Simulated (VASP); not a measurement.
# MgSn2N2 (P-3m1) in VASP: notebook

Runs on MgSn2N2. Level: PBE. Tasks: single point, relaxation of cell and atoms.

Program: VASP 6.6.1. These are calculated values, not measurements. Logs are shortened: lines on timing, memory, paths and dates and some standing lists are left out, and cuts for length are marked.

**1. The cell of the first run**

Symmetry: P-3m1, No. 164, trigonal system. The conventional cell has a = 3.583 Å, b = 3.583 Å, c = 8.173 Å, α = 90.00°, β = 90.00°, γ = 120.00°. Within 4.4 Å of Mg (site symmetry -3m) lie 6 Sn at 3.32 Å and 6 Mg at 3.58 Å and 6 N at 3.79 Å. Sn (site symmetry 3m) has 4 N at 2.15 to 2.40 Å within 2.8 Å. Within 2.8 Å of N (site symmetry 3m) lie 4 Sn at 2.15 to 2.40 Å and 3 N at 2.75 Å.

The cell was generated, and may not be a known phase.

**2. Single point, PBE**

Contents of INCAR:

```
SYSTEM = MgSn2N2
PREC     = Accurate       ! precision mode
ENCUT    = 520            ! plane-wave cutoff, eV
EDIFF    = 1E-7           ! SCF threshold, eV
ISMEAR   = 0              ! smearing method
SIGMA    = 0.1            ! smearing width, eV
LREAL    = .FALSE.        ! projectors in reciprocal space
LASPH    = .TRUE.         ! aspherical terms in the spheres
NELM     = 80             ! most SCF steps
ALGO     = Normal         ! electronic algorithm
ISIF     = 2              ! what is computed and relaxed
LWAVE    = .FALSE.        ! write WAVECAR
LCHARG   = .TRUE.         ! write CHGCAR
GGA      = PE             ! functional
LELF     = .TRUE.         ! ELF
LVHAR    = .TRUE.       
NBANDS   = 28             ! bands
```

Contents of KPOINTS:

```
regular mesh
0
G
  12 12 6
  0 0 0
```

Contents of POSCAR:

```
MgSn2N2
1.0
    3.5828338053      0.0000000000      0.0000000000
   -1.7914169026      3.1028250929      0.0000000000
    0.0000000000      0.0000000000      8.1731232386
Mg Sn N
1 2 2
Direct
    0.0000000000      0.0000000000      0.0000000000
    0.6666666667      0.3333333333      0.6822865723
    0.3333333333      0.6666666667      0.3177134277
    0.6666666667      0.3333333333      0.3889751217
    0.3333333333      0.6666666667      0.6110248783
```

Potentials or basis: VASP PAW PBE potentials, release 64 (Mg, Sn_d, N).

The run is started by

```sh
$ cat potpaw_PBE.64/Mg/POTCAR potpaw_PBE.64/Sn_d/POTCAR potpaw_PBE.64/N/POTCAR > POTCAR
$ mpirun -np 1 vasp_std > vasp.out
```

OUTCAR:

```text
SYSTEM = MgSn2N2
   PREC = Accurate
   ENCUT = 520
   EDIFF = 1E-7
   ISMEAR = 0
   LREAL = .FALSE.
   LASPH = .TRUE.
   NELM = 80
   ISIF = 2
   GGA = PE

 ion  position               nearest neighbor table
   1  0.000  0.000  0.000-   2 3.32   3 3.32   3 3.32   2 3.32   2 3.32   3 3.32
   2  0.667  0.333  0.682-   5 2.15   5 2.15   5 2.15   4 2.40   1 3.32   1 3.32   1 3.32   3 3.63
                             3 3.63   3 3.63
   3  0.333  0.667  0.318-   4 2.15   4 2.15   4 2.15   5 2.40   1 3.32   1 3.32   1 3.32   2 3.63
                             2 3.63   2 3.63
   4  0.667  0.333  0.389-   3 2.15   3 2.15   3 2.15   2 2.40
   5  0.333  0.667  0.611-   2 2.15   2 2.15   2 2.15   3 2.40

  LATTYP: Found a hexagonal cell.
 ALAT       =     3.5828338053
 C/A-ratio  =     2.2811896065

  Lattice vectors:

 A1 = (   3.5828338053,   0.0000000000,   0.0000000000)
 A2 = (  -1.7914169026,   3.1028250929,   0.0000000000)
 A3 = (   0.0000000000,   0.0000000000,   8.1731232386)

Analysis of symmetry for initial positions (statically):
=====================================================================
 Subroutine PRICEL returns:
 Original cell was already a primitive cell.

 Routine SETGRP: Setting up the symmetry group for a
 hexagonal supercell.

 Subroutine GETGRP returns: Found 12 space group operations
 (whereof 12 operations were pure point group operations)
 out of a pool of 24 trial point group operations.

The static configuration has the point symmetry D_3d.

Analysis of symmetry for dynamics (positions and initial velocities):
=====================================================================
 Subroutine PRICEL returns:
 Original cell was already a primitive cell.

 Routine SETGRP: Setting up the symmetry group for a
 hexagonal supercell.

 Subroutine GETGRP returns: Found 12 space group operations
 (whereof 12 operations were pure point group operations)
 out of a pool of 24 trial point group operations.

The dynamic configuration has the point symmetry D_3d.

 Subroutine INISYM returns: Found 12 space group operations
 (whereof 12 operations are pure point group operations),
 and found     1 'primitive' translations

----------------------------------------------------------------------------------------

                                     Primitive cell

  volume of cell :      90.8598

  direct lattice vectors                    reciprocal lattice vectors
     3.582833805  0.000000000  0.000000000     0.279108676  0.161143469  0.000000000
    -1.791416903  3.102825093  0.000000000     0.000000000  0.322286939  0.000000000
     0.000000000  0.000000000  8.173123239     0.000000000  0.000000000  0.122352248

  length of vectors
     3.582833805  3.582833805  8.173123239     0.322286939  0.322286939  0.122352248

  position of ions in fractional coordinates (direct lattice)
     0.000000000  0.000000000  0.000000000
     0.666666667  0.333333333  0.682286572
     0.333333333  0.666666667  0.317713428
     0.666666667  0.333333333  0.388975122
     0.333333333  0.666666667  0.611024878

  ion indices of the primitive-cell ions
   primitive index   ion index
                 1           1
                 2           2
                 3           3
                 4           4
                 5           5

----------------------------------------------------------------------------------------

 KPOINTS: regular mesh

Automatic generation of k-mesh.
 Grid dimensions read from file:
 generate k-points for:   12   12    6

 Generating k-lattice:

  Cartesian coordinates                     Fractional coordinates (reciprocal lattice)
     0.023259056  0.013428622  0.000000000     0.083333333  0.000000000  0.000000000
     0.000000000  0.026857245  0.000000000     0.000000000  0.083333333  0.000000000
     0.000000000  0.000000000  0.020392041     0.000000000  0.000000000  0.166666667

  Length of vectors
     0.026857245  0.026857245  0.020392041

  Shift w.r.t. Gamma in fractional coordinates (k-lattice)
     0.000000000  0.000000000  0.000000000

 Subroutine IBZKPT returns following result:
 ===========================================

 Found    100 irreducible k-points:

 Following reciprocal coordinates:
            Coordinates               Weight
  0.000000  0.000000  0.000000      1.000000
  0.083333  0.000000  0.000000      6.000000
  0.166667  0.000000  0.000000      6.000000
  0.250000  0.000000  0.000000      6.000000
  0.333333  0.000000  0.000000      6.000000
  0.416667 -0.000000  0.000000      6.000000
[... 16 lines left out ...]
  0.166667  0.000000  0.166667      6.000000
  0.000000  0.166667  0.166667      6.000000
 [... further k-points ...]
   k-points           NKPTS =    100   k-points in BZ     NKDIM =    100   number of bands    NBANDS=     28
   number of dos      NEDOS =    301   number of ions     NIONS =      5
   total plane-waves  NPLWV =  50176
   dimension x,y,z NGX =    28 NGY =   28 NGZ =   64
   dimension x,y,z NGXF=    56 NGYF=   56 NGZF=  128
   ions per type =               1   2   2
   NGX,Y,Z   is equivalent  to a cutoff of  12.99, 12.99, 13.02 a.u.
   NGXF,Y,Z  is equivalent  to a cutoff of  25.98, 25.98, 26.04 a.u.
 SYSTEM =  MgSn2N2
   PREC   = accura    normal or accurate (medium, high low for compatibility)
   ISTART =      0    job   : 0-new  1-cont  2-samecut
   ICHARG =      2    charge: 1-file 2-atom 10-const
   ISPIN  =      1    spin polarized calculation?
   LNONCOLLINEAR =      F non collinear calculations
   LSORBIT =      F    spin-orbit coupling
   LASPH  =      T    aspherical Exc in radial PAW
   ENCUT  =  520.0 eV  38.22 Ry    6.18 a.u.   6.66  6.66 15.20*2*pi/ulx,y,z
   NELM   =     80;   NELMIN=  2; NELMDL= -5     # of ELM steps
   EDIFF  = 0.1E-06   stopping-criterion for ELM
   LREAL  =      F    real-space projection
   EDIFFG = 0.1E-05   stopping-criterion for IOM
   NSW    =      0    number of steps for IOM
   IBRION =     -1    ionic relax: 0-MD 1-quasi-New 2-CG
   NFREE  =      0    steps in history (QN), initial steepest desc. (CG)
   ISIF   =      2    stress and relaxation
   ISYM   =      2    0-nonsym 1-usesym 2-fastsym
   POTIM  = 0.5000    time-step for ionic-motion
   TEBEG  =    0.0;   TEEND  =   0.0 temperature during run
   PSTRESS=    0.0 pullay stress
   NELECT =      40.0000    total number of electrons
   NUPDOWN=      -1.0000    fix difference up-down
   EMIN   =  10.00;   EMAX   =-10.00  energy-range for DOS
   EFERMI =   0.00;   METHOD = LEGACY
   ISMEAR =     0;   SIGMA  =   0.10  broadening in eV -4-tet -1-fermi 0-gaus
   EFERMI_NEDOS =   21; number of points for ismear=-14 and -15
   IALGO  =     38    algorithm
   IMIX   =      4    mixing-type and parameters
     AMIX     =   0.40;   BMIX     =  1.00
     AMIX_MAG =   1.60;   BMIX_MAG =  1.00
  volume/ion in A,a.u.               =      18.17       122.63
  Fermi-wavevector in a.u.,A,eV,Ry     =   1.245387  2.353439 21.102467  1.550988
  Thomas-Fermi vector in A             =   2.379611
   LORBIT       =      0    0 simple, 1 ext, 2 COOP (PROOUT), +10 PAW based schemes
   GGA     = PE    functional components
   LHFCALC =     F    Hartree Fock is set to
   AEXX    =    0.0000 exact exchange contribution
   IVDW    =     0    specifies the selected vdW correction
   LEPSILON=     F    determine dielectric tensor
   LRPA    =     F    only Hartree local field effects (RPA)
 non-spin polarized calculation
 Gauss-broadening in eV      SIGMA  =   0.10
  energy-cutoff  :      520.00
  volume of cell :       90.86
 maximum number of plane-waves:      2479
 NGX is ok and might be reduce to    28
   NGX = 13   NGY = 13   NGZ = 31

 number of electron      40.0000006 magnetization

 Free energy of the ion-electron system (eV)
  ---------------------------------------------------
  ext. energy  EPLUGINS =         0.00000000
  ---------------------------------------------------
  free energy    TOTEN  =       -23.99840764 eV

  energy without entropy =      -23.99474810  energy(sigma->0) =      -23.99657787

 E-fermi :   6.5114     XC(G=0): -10.0108

 val. band max:        6.5002975616   @ k =   0.5000   0.0000   0.1667
 cond. band min:       6.5450913648   @ k =   0.2500   0.1667   0.5000
 fundamental gap:      0.0447938032
 Fermi energy:         6.5114369614

 k-point     1 :       0.0000    0.0000    0.0000
  band No.  band energies     occupation
      1     -15.2432      2.00000
      2     -15.2147      2.00000
      3     -15.2147      2.00000
      4     -15.1997      2.00000
      5     -15.1997      2.00000
      6     -15.1658      2.00000
[... 20 lines left out ...]
     27      12.6758      0.00000
     28      15.3713      0.00000

 k-point     2 :       0.0833    0.0000    0.0000
  band No.  band energies     occupation
      1     -15.2635      2.00000
      2     -15.2099      2.00000
      3     -15.2081      2.00000
      4     -15.1921      2.00000
      5     -15.1917      2.00000
      6     -15.1569      2.00000
[... 20 lines left out ...]
     27      12.8522      0.00000
     28      14.6467      0.00000

 k-point     3 :       0.1667    0.0000    0.0000
  band No.  band energies     occupation
      1     -15.2924      2.00000
      2     -15.2328      2.00000
      3     -15.1903      2.00000
      4     -15.1714      2.00000
      5     -15.1577      2.00000
      6     -15.1369      2.00000
[... 20 lines left out ...]
     27      12.9149      0.00000
     28      13.5967      0.00000

 k-point     4 :       0.2500    0.0000    0.0000
  band No.  band energies     occupation
      1     -15.3206      2.00000
      2     -15.2624      2.00000
      3     -15.1680      2.00000
      4     -15.1434      2.00000
      5     -15.1318      2.00000
      6     -15.1080      2.00000
[... 20 lines left out ...]
     27      12.5906      0.00000
     28      13.2671      0.00000

 k-point     5 :       0.3333    0.0000    0.0000
  band No.  band energies     occupation
      1     -15.3448      2.00000
      2     -15.2921      2.00000
      3     -15.1496      2.00000
      4     -15.1230      2.00000
      5     -15.1168      2.00000
      6     -15.1087      2.00000
[... 20 lines left out ...]
     27      12.8541      0.00000
     28      13.2822      0.00000

 k-point     6 :       0.4167   -0.0000    0.0000
  band No.  band energies     occupation
      1     -15.3610      2.00000
      2     -15.3142      2.00000
      3     -15.1399      2.00000
      4     -15.1233      2.00000
      5     -15.1193      2.00000
      6     -15.0996      2.00000
[... 463 lines left out ...]
      5     -15.1918      2.00000
      6     -15.1568      2.00000
[... 20 lines left out ...]
     27      12.5794      0.00000
     28      14.5167      0.00000

 k-point    22 :       0.0000    0.0833    0.1667
  band No.  band energies     occupation
      1     -15.2635      2.00000
      2     -15.2099      2.00000
      3     -15.2081      2.00000
      4     -15.1921      2.00000
      5     -15.1918      2.00000
      6     -15.1568      2.00000
[... 20 lines left out ...]
     27      12.8194      0.00000
     28      14.7936      0.00000

 k-point    23 :       0.1667    0.0000    0.1667
  band No.  band energies     occupation
      1     -15.2924      2.00000
      2     -15.2328      2.00000
      3     -15.1903      2.00000
      4     -15.1714      2.00000
      5     -15.1577      2.00000
      6     -15.1369      2.00000
[... 20 lines left out ...]
     27      12.5295      0.00000
     28      13.2562      0.00000

 k-point    24 :       0.0000    0.1667    0.1667
  band No.  band energies     occupation
      1     -15.2924      2.00000
      2     -15.2328      2.00000
      3     -15.1903      2.00000
      4     -15.1714      2.00000
      5     -15.1578      2.00000
      6     -15.1368      2.00000
[... 20 lines left out ...]
     27      12.9265      0.00000
     28      13.6029      0.00000

 [... further k-points ...]
[... 5 lines left out ...]
  --------------------------------------------------------------------------------------
  -------------------------------------------------------------------------------------
  Total        0.0299951      0.0299951     -0.0306951      0.0000000      0.0000000      0.0000000
  in kB        0.5289185      0.5289185     -0.5412621      0.0000000      0.0000000      0.0000000
  external PRESSURE =       0.1721916 kB  Pullay stress =       0.0000000 kB

 VOLUME and BASIS-vectors are now :
 -----------------------------------------------------------------------------
  energy-cutoff  :      520.00
  volume of cell :       90.86
      direct lattice vectors                 reciprocal lattice vectors
     3.582833805  0.000000000  0.000000000     0.279108676  0.161143469  0.000000000
    -1.791416903  3.102825093  0.000000000     0.000000000  0.322286939  0.000000000
     0.000000000  0.000000000  8.173123239     0.000000000  0.000000000  0.122352248

 POSITION                                       TOTAL-FORCE (eV/Angst)
 -----------------------------------------------------------------------------------
      0.00000      0.00000      0.00000         0.000000      0.000000      0.000000
      1.79142      1.03428      5.57641        -0.000000      0.000000      0.021175
     -0.00000      2.06855      2.59671         0.000000     -0.000000     -0.021175
      1.79142      1.03428      3.17914        -0.000000     -0.000000      0.009567
     -0.00000      2.06855      4.99398        -0.000000      0.000000     -0.009567
 -----------------------------------------------------------------------------------
    total drift:                               -0.000000      0.000000      0.000000

  FREE ENERGIE OF THE ION-ELECTRON SYSTEM (eV)
  ---------------------------------------------------
  free  energy   TOTEN  =       -23.9984076443 eV

  energy  without entropy=      -23.9947481000  energy(sigma->0) =      -23.99657787
```

Wall time 1.8 min (1 thread of Intel Xeon 6975P-C (Granite Rapids), shared host); peak memory 0.38 GiB.

What came out:

```
Free energy            : -23.9984 eV
Pressure               : 0.0 GPa
Largest force          : 0.021 eV/Å
Band gap on the k mesh : zero (bands 20 and 21 overlap by 0.55 eV)
```

Forces on the atoms (eV/Å):
```
Mg   0.000  0.000  0.000
Sn   0.000  0.000  0.021
Sn   0.000  0.000 -0.021
N    0.000  0.000  0.010
N    0.000  0.000 -0.010
```

Levels at points of the mesh, in eV from the Fermi level:
```
           k point  band 17  band 18  band 19  band 20  band 21  band 22  band 23  band 24
(0.00, 0.00, 0.00)    -3.19    -2.09    -2.09    -0.89    -0.51     2.13     5.10     5.10
(0.50, 0.00, 0.00)    -3.34    -3.13    -1.79    -0.66     0.38     0.59     2.45     3.51
(0.00, 0.00, 0.50)    -3.03    -2.53    -2.09    -2.09     1.53     2.84     4.22     5.08
(0.50, 0.00, 0.50)    -3.22    -3.14    -2.16    -1.37     0.34     1.28     2.07     4.03
```

Caveat: spin-orbit coupling is left out, which moves the levels of the heavy elements.

[end of part 1 of 2]

The gap in the log of VASP goes by the Fermi energy; the results here count the filled bands.